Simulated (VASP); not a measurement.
# AlH (Cmcm) in VASP: a series of runs

The runs below take AlH through single point, relaxation of cell and atoms, with PBE.

Program: VASP 6.6.1. These are calculated values, not measurements. Logs are shortened: lines on timing, memory, paths and dates and some standing lists are left out, and cuts for length are marked.

### Step 1. The cell of the first run

Symmetry: Cmcm, No. 63, orthorhombic system. The conventional cell has a = 2.794 Å, b = 10.673 Å, c = 2.735 Å, α = 90.00°, β = 90.00°, γ = 90.00°. Al (site symmetry m2m) has 4 H at 2.07 Å within 2.7 Å. H (site symmetry m2m) has 4 Al at 2.07 Å and 2 H at 2.28 Å within 2.7 Å.

### Step 2. Single point, PBE

Input file INCAR:

```
ALGO = Normal
EDIFF = 1E-6
ENCUT = 520
GGA = PE
ISIF = 2
ISMEAR = 0
LASPH = T
LCHARG = F
LREAL = F
LWAVE = F
NBANDS = 12
NELM = 60
PREC = Accurate
SIGMA = 0.1
```

Input file KPOINTS:

```
k-points
0
Gamma
  6 6 6
```

Input file POSCAR:

```
AlH
1.0
    1.3969962146     -5.3363871661      0.0000000000
    1.3969962146      5.3363871661      0.0000000000
    0.0000000000      0.0000000000      2.7352299244
Al H
2 2
Direct
    0.3507812578      0.6492187422      0.7500000000
    0.6492187422      0.3507812578      0.2500000000
    0.0856943552      0.9143056448      0.7500000000
    0.9143056448      0.0856943552      0.2500000000
```

Potentials or basis: VASP PAW PBE potentials, release 64 (Al, H).

Run with:

```bash
$ cat potpaw_PBE.64/Al/POTCAR potpaw_PBE.64/H/POTCAR > POTCAR
$ mpirun -np 1 vasp_std > vasp.out
```

OUTCAR:

```text
EDIFF = 1E-6
   ENCUT = 520
   GGA = PE
   ISIF = 2
   ISMEAR = 0
   LASPH = T
   LREAL = F
   NELM = 60
   PREC = Accurate

 ion  position               nearest neighbor table
   1  0.351  0.649  0.750-   4 2.07   4 2.07   4 2.07   4 2.07   2 2.91   2 2.91   2 2.91   2 2.91

   2  0.649  0.351  0.250-   3 2.07   3 2.07   3 2.07   3 2.07   1 2.91   1 2.91   1 2.91   1 2.91

   3  0.086  0.914  0.750-   2 2.07   2 2.07   2 2.07   2 2.07
   4  0.914  0.086  0.250-   1 2.07   1 2.07   1 2.07   1 2.07

  LATTYP: Found a base centered orthorhombic cell.
 ALAT       =     2.7939924292
 B/A-ratio  =     3.8199009491
 C/A-ratio  =     0.9789682663

  Lattice vectors:

 A1 = (   1.3969962146,  -5.3363871661,   0.0000000000)
 A2 = (   1.3969962146,   5.3363871661,   0.0000000000)
 A3 = (   0.0000000000,   0.0000000000,   2.7352299244)

Analysis of symmetry for initial positions (statically):
=====================================================================
 Subroutine PRICEL returns:
 Original cell was already a primitive cell.

 Routine SETGRP: Setting up the symmetry group for a
 base centered orthorhombic supercell.

 Subroutine GETGRP returns: Found  8 space group operations
 (whereof  4 operations were pure point group operations)
 out of a pool of  8 trial point group operations.

The static configuration has the point symmetry C_2h.
 The point group associated with its full space group is D_2h.

Analysis of symmetry for dynamics (positions and initial velocities):
=====================================================================
 Subroutine PRICEL returns:
 Original cell was already a primitive cell.

 Routine SETGRP: Setting up the symmetry group for a
 base centered orthorhombic supercell.

 Subroutine GETGRP returns: Found  8 space group operations
 (whereof  4 operations were pure point group operations)
 out of a pool of  8 trial point group operations.

The dynamic configuration has the point symmetry C_2h.
 The point group associated with its full space group is D_2h.

 Subroutine INISYM returns: Found  8 space group operations
 (whereof  4 operations are pure point group operations),
 and found     1 'primitive' translations

----------------------------------------------------------------------------------------

                                     Primitive cell

  volume of cell :      40.7818

  direct lattice vectors                    reciprocal lattice vectors
     1.396996215 -5.336387166  0.000000000     0.357910777 -0.093696350  0.000000000
     1.396996215  5.336387166  0.000000000     0.357910777  0.093696350  0.000000000
[... 99 lines left out ...]
   PSTRESS=    0.0 pullay stress
   NELECT =       8.0000    total number of electrons
   NUPDOWN=      -1.0000    fix difference up-down
   EMIN   =  10.00;   EMAX   =-10.00  energy-range for DOS
   EFERMI =   0.00;   METHOD = LEGACY
   ISMEAR =     0;   SIGMA  =   0.10  broadening in eV -4-tet -1-fermi 0-gaus
   EFERMI_NEDOS =   21; number of points for ismear=-14 and -15
   IALGO  =     38    algorithm
   IMIX   =      4    mixing-type and parameters
     AMIX     =   0.40;   BMIX     =  1.00
     AMIX_MAG =   1.60;   BMIX_MAG =  1.00
  volume/ion in A,a.u.               =      10.20        68.80
  Fermi-wavevector in a.u.,A,eV,Ry     =   0.951224  1.797552 12.310914  0.904827
  Thomas-Fermi vector in A             =   2.079674
   LORBIT       =      0    0 simple, 1 ext, 2 COOP (PROOUT), +10 PAW based schemes
   GGA     = PE    functional components
   LHFCALC =     F    Hartree Fock is set to
   AEXX    =    0.0000 exact exchange contribution
   IVDW    =     0    specifies the selected vdW correction
   LEPSILON=     F    determine dielectric tensor
   LRPA    =     F    only Hartree local field effects (RPA)
 non-spin polarized calculation
 Gauss-broadening in eV      SIGMA  =   0.10
  energy-cutoff  :      520.00
  volume of cell :       40.78
 maximum number of plane-waves:      1113
 NGX is ok and might be reduce to    42
   NGX = 21   NGY = 21   NGZ = 11

 number of electron       7.9999998 magnetization

 Free energy of the ion-electron system (eV)
  ---------------------------------------------------
  ext. energy  EPLUGINS =         0.00000000
  ---------------------------------------------------
  free energy    TOTEN  =       -12.90271800 eV

  energy without entropy =      -12.89871621  energy(sigma->0) =      -12.90071711

 E-fermi :   6.8723     XC(G=0): -10.0580

 val. band max:        6.7801036399   @ k =   0.5000   0.1667   0.3333
 cond. band min:       6.9238767222   @ k =   0.5000   0.0000   0.0000
 fundamental gap:      0.1437730823
 Fermi energy:         6.8723341148

 k-point     1 :       0.0000    0.0000    0.0000
  band No.  band energies     occupation
      1      -5.1572      2.00000
      2      -1.3472      2.00000
      3       1.1843      2.00000
      4      12.9467      0.00000
      5      13.2819      0.00000
      6      13.5851      0.00000
      7      13.9601      0.00000
      8      14.1980      0.00000
      9      15.2991      0.00000
     10      15.6254      0.00000
     11      16.1011      0.00000
     12      17.8489      0.00000
[... 331 lines left out ...]
 k-point    24 :       0.5000    0.3333    0.1667
  band No.  band energies     occupation
      1      -3.2982      2.00000
      2      -2.4891      2.00000
      3       5.0488      2.00000
      4       8.2799      0.00000
      5       9.3435      0.00000
      6       9.9117      0.00000
      7      11.0304      0.00000
      8      12.1563      0.00000
      9      14.3157      0.00000
     10      18.0521      0.00000
     11      19.8248      0.00000
     12      20.0128      0.00000

 [... further k-points ...]
[... 5 lines left out ...]
  --------------------------------------------------------------------------------------
  -------------------------------------------------------------------------------------
  Total       -0.1188931     -0.0210270     -0.0093618      0.0000000     -0.0000000      0.0000000
  in kB       -4.6709015     -0.8260787     -0.3677919      0.0000000     -0.0000000      0.0000000
  external PRESSURE =      -1.9549241 kB  Pullay stress =       0.0000000 kB

 VOLUME and BASIS-vectors are now :
 -----------------------------------------------------------------------------
  energy-cutoff  :      520.00
  volume of cell :       40.78
      direct lattice vectors                 reciprocal lattice vectors
     1.396996215 -5.336387166  0.000000000     0.357910777 -0.093696350  0.000000000
     1.396996215  5.336387166  0.000000000     0.357910777  0.093696350  0.000000000
     0.000000000  0.000000000  2.735229924     0.000000000  0.000000000  0.365599978

 POSITION                                       TOTAL-FORCE (eV/Angst)
 -----------------------------------------------------------------------------------
      1.39700      1.59258      2.05142         0.000000      0.011793     -0.000000
      1.39700     -1.59258      0.68381         0.000000     -0.011793     -0.000000
      1.39700      4.42179      2.05142         0.000000      0.001256     -0.000000
      1.39700     -4.42179      0.68381         0.000000     -0.001256      0.000000
 -----------------------------------------------------------------------------------
    total drift:                                0.000000     -0.000000      0.000000

  FREE ENERGIE OF THE ION-ELECTRON SYSTEM (eV)
  ---------------------------------------------------
  free  energy   TOTEN  =       -12.9027180027 eV

  energy  without entropy=      -12.8987162142  energy(sigma->0) =      -12.90071711
```

OSZICAR:

```text
N       E                     dE             d eps       ncg     rms          rms(c)
DAV:   1    -0.698903002766E+00   -0.69890E+00   -0.31476E+03  1248   0.536E+02
DAV:   2    -0.129229208759E+02   -0.12224E+02   -0.11680E+02  1612   0.728E+01
DAV:   3    -0.133427966168E+02   -0.41988E+00   -0.41285E+00  1624   0.111E+01
DAV:   4    -0.133452959447E+02   -0.24993E-02   -0.24992E-02  1448   0.100E+00
DAV:   5    -0.133453309449E+02   -0.35000E-04   -0.35000E-04  1560   0.121E-01    0.344E+00
DAV:   6    -0.130053342591E+02    0.34000E+00   -0.33001E-01  1412   0.210E+00    0.170E+00
DAV:   7    -0.129024675353E+02    0.10287E+00   -0.31329E-01  1492   0.227E+00    0.318E-01
DAV:   8    -0.129028499011E+02   -0.38237E-03   -0.13056E-02  1344   0.669E-01    0.130E-01
DAV:   9    -0.129027311239E+02    0.11878E-03   -0.80860E-04  1444   0.131E-01    0.432E-02
DAV:  10    -0.129027205224E+02    0.10601E-04   -0.16552E-04  1396   0.533E-02    0.181E-02
DAV:  11    -0.129027178634E+02    0.26590E-05   -0.13196E-05  1452   0.160E-02    0.274E-03
DAV:  12    -0.129027180027E+02   -0.13934E-06   -0.70772E-07   808   0.520E-03
   1 F= -.12902718E+02 E0= -.12900717E+02  d E =-.400179E-02
```

stdout:

```text
POSCAR found type information on POSCAR AlH
 POSCAR found :  2 types and       4 ions
 scaLAPACK will be used
 LDA part: xc-table for (Slater+PW92), standard interpolation
 POSCAR, INCAR and KPOINTS ok, starting setup
 FFT: planning ... GRIDC
 FFT: planning ... GRID_SOFT
 FFT: planning ... GRID
 WAVECAR not read
 entering main loop
```

It took 20 s on 1 thread of Intel Xeon Platinum 8488C (Sapphire Rapids), shared host; peak memory 0.17 GiB.

What came out:

* Free energy: -12.9027 eV
* Pressure: -0.2 GPa
* Largest force: 0.012 eV/Å
* Band gap on the k mesh: zero (band 4 reaches 12.95 eV, above the bottom of band 5 at 5.02 eV)

Forces on the atoms (eV/Å):
```
Al   0.000  0.012  0.000
Al   0.000 -0.012  0.000
H    0.000  0.001  0.000
H    0.000 -0.001  0.000
```

Caveat: the k points lie up to 0.39 Å⁻¹ apart.

### Step 3. Single point, PBE

This run uses another cell than the first one, of 11.50 Å³/atom, 1.128 times its volume.

Input file INCAR:

```
PREC = Accurate ; ENCUT = 520
EDIFF = 1E-6 ; ISMEAR = 0
SIGMA = 0.1 ; LREAL = False
LASPH = True ; NELM = 60
ALGO = Normal ; ISIF = 2
LWAVE = False ; LCHARG = False
GGA = PE ; NBANDS = 12
```

Input file KPOINTS:

```
Automatic mesh
0
Gamma
  6 6 6
```

Input file POSCAR:

```
AlH
1.0
    1.6367627015     -4.3123739934      0.0000000000
    1.6367627015      4.3123739934      0.0000000000
    0.0000000000      0.0000000000      3.2596103110
Al H
2 2
Direct
    0.3544000000      0.6456000000      0.7500000000
    0.6456000000      0.3544000000      0.2500000000
    0.0776000000      0.9224000000      0.7500000000
    0.9224000000      0.0776000000      0.2500000000
```

Potentials or basis: VASP PAW PBE potentials, release 64 (Al, H).

Run with:

```bash
$ cat potpaw_PBE.64/Al/POTCAR potpaw_PBE.64/H/POTCAR > POTCAR
$ mpirun -np 1 vasp_std > vasp.out
```

It took 16 s on 1 thread of Intel Xeon Platinum 8488C (Sapphire Rapids), shared host; peak memory 0.17 GiB.

It converged, with:

| Quantity | Value |
| --- | --- |
| Free energy | -12.0170 eV |
| Pressure | -10.0 GPa |
| Largest force | 0.223 eV/Å |
| Band gap on the k mesh | zero (band 4 reaches 8.28 eV, above the bottom of band 5 at 4.19 eV) |

Forces in eV/Å, atoms in the order of the input:
```
Al   0.000 -0.135  0.000
Al   0.000  0.135  0.000
H    0.000 -0.223  0.000
H    0.000  0.223  0.000
```

Stress tensor (GPa, compression positive):
```
-13.82   0.00   0.00
  0.00  -6.28   0.00
  0.00   0.00  -9.77
```

Levels at points of the mesh, in eV from the Fermi level:
```tsv
k point	band 1	band 2	band 3	band 4	band 5	band 6	band 7	band 8
(0.00, 0.00, 0.00)	-10.79	-3.55	-2.90	2.64	2.87	3.16	4.13	5.19
(0.50, 0.00, 0.00)	-7.44	-6.42	-3.35	-2.75	2.52	5.27	5.95	6.24
(0.50, 0.50, 0.00)	-9.00	-8.68	2.05	2.15	2.81	4.24	5.17	5.51
(0.00, 0.00, 0.50)	-7.44	-7.44	-0.31	-0.31	0.96	0.96	6.21	6.21
(0.50, 0.00, 0.50)	-4.48	-4.48	-2.86	-2.86	0.03	0.03	1.09	1.09
(0.50, 0.50, 0.50)	-6.16	-6.16	-4.65	-4.65	4.82	4.82	5.92	5.92
```

### Step 4. Relaxation of cell and atoms, PBE

This run uses another cell than the first one, of 11.50 Å³/atom, 1.128 times its volume.

Input file INCAR:

```
PREC = Accurate
ENCUT = 600
EDIFF = 1E-7
ISMEAR = 0
SIGMA = 0.1
LREAL = False
LASPH = True
NELM = 80
ALGO = Normal
ISIF = 3
LWAVE = False
LCHARG = False
GGA = PE
IBRION = 2
NSW = 90
EDIFFG = -0.04
```

Input file KPOINTS:

```
regular mesh
0
Gamma
  6 6 6
```

POSCAR is that of step 3.

Run with:

```bash
$ cat potpaw_PBE.64/Al/POTCAR potpaw_PBE.64/H/POTCAR > POTCAR
$ mpirun -np 1 vasp_std > vasp.out
```

Wall time 5.9 min (1 thread of Intel Xeon Platinum 8488C (Sapphire Rapids), shared host); peak memory 0.21 GiB.

The run converged. Its results:

```
Free energy                            : -12.9000 eV
Relaxed volume                         : 10.11 Å³/atom
Relaxed cell                           : a = 5.475 Å, b = 5.475 Å, c = 2.734 Å, α = 90.00°, β = 90.00°, γ = 150.42°
Space group after relaxing (to 0.05 Å) : Cmcm (No. 63)
Energy gained by relaxing              : 220.7 meV/atom
Ionic steps                            : 31
Pressure after relaxing                : 0.1 GPa
Largest force after relaxing           : 0.004 eV/Å
Band gap on the k mesh                 : zero (band 4 reaches 13.01 eV, above the bottom of band 5 at 5.02 eV)
```

Forces in eV/Å, atoms in the order of the input:
```
Al   0.000  0.004  0.000
Al   0.000 -0.004  0.000
H    0.000  0.002  0.000
H    0.000 -0.002  0.000
```

Stress tensor (GPa, compression positive):
```
-0.52  0.00  0.00
 0.00  0.49  0.00
 0.00  0.00  0.24
```

The path:
| step | energy change (eV) | largest force (eV/Å) | pressure (GPa) | volume (Å³) |
| --- | --- | --- | --- | --- |
| 1 | 0.0000 | 0.2238 | -9.91 | 46.01 |
| 2 | -0.2753 | 0.1934 | -6.03 | 41.43 |
| 3 | -0.3784 | 0.2652 | 0.00 | 37.93 |
| 4 | -0.3816 | 0.2813 | 1.64 | 37.23 |
| 5 | -0.4515 | 0.1970 | 2.07 | 37.10 |
| 6 | -0.5824 | 0.1284 | 4.80 | 36.52 |
| 7 | -0.6190 | 0.1139 | 0.87 | 38.47 |
| 8 | -0.6190 | 0.1137 | 0.84 | 38.49 |
| 9 | -0.6368 | 0.0930 | -0.83 | 39.15 |
| 10 | -0.6371 | 0.1112 | -1.11 | 39.27 |
| 11 | -0.6512 | 0.1014 | -0.57 | 39.09 |
| 12 | -0.6559 | 0.1110 | -0.13 | 38.95 |
| 13 | -0.6876 | 0.1934 | 0.50 | 38.65 |
| 14 | -0.7905 | 0.1976 | 2.51 | 37.97 |
| 15 | -0.5895 | 0.4129 | 10.94 | 36.24 |
| 16 | -0.8236 | 0.1909 | 3.89 | 37.57 |
| 17 | -0.8236 | 0.2044 | 4.31 | 37.46 |
| 18 | -0.8279 | 0.2123 | 4.14 | 37.61 |
| 19 | -0.8281 | 0.2186 | 4.08 | 37.68 |
| 20 | -0.8365 | 0.1962 | 3.40 | 37.95 |
| 21 | -0.8540 | 0.1679 | 1.51 | 38.76 |
| 22 | -0.8583 | 0.2036 | -1.71 | 40.43 |
| 23 | -0.8611 | 0.1868 | -0.60 | 39.81 |
| 24 | -0.8632 | 0.1741 | -0.52 | 39.80 |
| 25 | -0.8686 | 0.1384 | -0.24 | 39.76 |
| 26 | -0.8755 | 0.0735 | 0.43 | 39.69 |
| 27 | -0.8757 | 0.0573 | 2.11 | 39.56 |
| 28 | -0.8778 | 0.0585 | 1.23 | 39.63 |
| 29 | -0.8808 | 0.0405 | 0.77 | 39.94 |
| 30 | -0.8828 | 0.0029 | 0.01 | 40.50 |
| 31 | -0.8828 | 0.0038 | 0.07 | 40.46 |

Final structure:
```yaml
crystal:
  lattice:
    - [1.39784, -5.29384, 0.00000]
    - [1.39784, 5.29384, 0.00000]
    - [0.00000, 0.00000, 2.73352]
  atoms:
    - { symbol: Al, position: [0.35151, 0.64849, 0.75000] }
    - { symbol: Al, position: [0.64849, 0.35151, 0.25000] }
    - { symbol: H, position: [0.08513, 0.91487, 0.75000] }
    - { symbol: H, position: [0.91487, 0.08513, 0.25000] }
```

Levels at points of the mesh, in eV from the Fermi level:
```
           k point  band 1  band 2  band 3  band 4  band 5  band 6  band 7  band 8
(0.00, 0.00, 0.00)  -12.09   -8.17   -5.70    6.05    6.45    6.73    7.06    7.31
(0.50, 0.00, 0.00)   -8.04   -6.82   -4.68   -4.06    0.07    1.46    7.52    8.94
(0.50, 0.50, 0.00)  -10.95  -10.75   -2.16    1.42    5.86    6.45    7.73    8.05
(0.00, 0.00, 0.50)   -7.57   -7.57   -2.88   -2.88   -0.67   -0.67    9.32    9.32
(0.50, 0.00, 0.50)   -4.15   -4.15   -1.96   -1.96    0.51    0.51    1.40    1.40
(0.50, 0.50, 0.50)   -7.14   -7.14   -4.76   -4.76    2.90    2.90    6.10    6.10
```

### Step 5. Single point, PBE

Input file INCAR:

```
PREC = Accurate ; ENCUT = 520
EDIFF = 1E-6 ; ISMEAR = 0
SIGMA = 0.1 ; LREAL = F
LASPH = T ; NELM = 100
ALGO = Normal ; ISIF = 2
LWAVE = F ; LCHARG = F
GGA = PE ; NBANDS = 12
```

Input file KPOINTS:

```
Automatic mesh
0
Gamma
  18 18 18
```

Input file POSCAR:

```
AlH
1.0
    1.3957748703     -5.3592609400      0.0000000000
    1.3957748703      5.3592609400      0.0000000000
    0.0000000000      0.0000000000      2.7259297201
Al H
2 2
Direct
    0.3519575712      0.6480424288      0.2500000000
    0.6480424288      0.3519575712      0.7500000000
    0.0857061101      0.9142938899      0.2500000000
    0.9142938899      0.0857061101      0.7500000000
```

Run with:

```bash
$ cat potpaw_PBE.64/Al/POTCAR potpaw_PBE.64/H/POTCAR > POTCAR
$ mpirun -np 1 vasp_std > vasp.out
```

Wall time 7.3 min (1 thread of Intel Xeon Platinum 8488C (Sapphire Rapids), shared host); peak memory 0.49 GiB.

Results (log left out):

```
Free energy            : -12.8529 eV
Pressure               : -0.1 GPa
Band gap on the k mesh : zero (band 4 reaches 12.88 eV, above the bottom of band 5 at 4.50 eV)
```

Levels at points of the mesh, in eV from the Fermi level:
```
           k point  band 2  band 3  band 4  band 5  band 6  band 7
(0.00, 0.00, 0.00)   -8.24   -5.65    6.07    6.43    6.80    7.20
(0.50, 0.00, 0.00)   -6.75   -4.63   -4.01    0.07    1.42    7.41
(0.50, 0.50, 0.00)  -10.68   -2.28    1.29    6.00    6.61    7.84
(0.00, 0.00, 0.50)   -7.46   -2.89   -2.89   -0.60   -0.60    9.31
(0.50, 0.00, 0.50)   -4.06   -1.83   -1.83    0.58    0.58    1.49
(0.50, 0.50, 0.50)   -7.06   -4.65   -4.65    2.82    2.82    5.99
```

### Step 6. The runs side by side

```csv
task,cell,k mesh,cutoff (eV),gap on the mesh (eV),pressure (GPa),largest force (eV/Å)
single point,"a = 5.516, b = 5.516, c = 2.735 Å, angles 90.0, 90.0, 150.7°, 4 atoms",6 × 6 × 6,520,none,-0.2,0.01
single point,"a = 4.613, b = 4.613, c = 3.260 Å, angles 90.0, 90.0, 138.4°, 4 atoms",6 × 6 × 6,520,none,-10.0,0.22
relaxation of cell and atoms,"relaxed from a = 4.613, b = 4.613, c = 3.260 Å, angles 90.0, 90.0, 138.4°, 4 atoms",6 × 6 × 6,600,none,0.1,-
single point,"a = 5.538, b = 5.538, c = 2.726 Å, angles 90.0, 90.0, 150.8°, 4 atoms",18 × 18 × 18,520,none,-0.1,-
```

Alike in all rows: level PBE; potentials or basis VASP PAW PBE potentials, release 64 (Al, H); no spin polarisation; smearing gaussian 0.1 eV.

Caveats: some runs use coarse meshes.

Absolute energies hang on the potentials; compare differences alone.
